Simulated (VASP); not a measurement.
CuI, 4 atoms in the cell. Symmetry: P-3m1, No. 164, trigonal system. Conventional cell: a = 4.129 Å, b = 4.129 Å, c = 7.478 Å, α = 90.00°, β = 90.00°, γ = 120.00°. Within 3.4 Å of Cu (site symmetry 3m) lie 4 I at 2.58 to 2.68 Å and 3 Cu at 2.74 Å. Within 3.4 Å of I (site symmetry 3m) lie 4 Cu at 2.58 to 2.68 Å. 

* Program: VASP 6.6.1
* Task: dielectric tensor
* Functional: PBEsol
* Potentials or basis: VASP PAW PBE potentials, release 64 (Cu, I)
* Cutoff: 520 eV
* k mesh: 6 × 6 × 4
* Occupations: gaussian, width 0.01 eV
* Spin: no spin polarisation
* Dipole correction: no
* Further INCAR settings: ALGO = Normal; EDIFF = 1e-08

Potentials or basis: VASP PAW PBE potentials, release 64 (Cu, I).

Run with:

```bash
$ cat potpaw_PBE.64/Cu/POTCAR potpaw_PBE.64/I/POTCAR > POTCAR
$ mpirun -np 1 vasp_std > vasp.out
```

Hardware: 1 thread of Intel(R) Xeon(R) Platinum 8259CL CPU @ 2.50GHz (Skylake/Cascade Lake), with other jobs on the host.

How long does it take, and how much memory?

It took 16 min on 1 thread of Intel(R) Xeon(R) Platinum 8259CL CPU @ 2.50GHz (Skylake/Cascade Lake) (shared host), peak memory 0.48 GiB. Counts: scf iterations 191, k points 24.
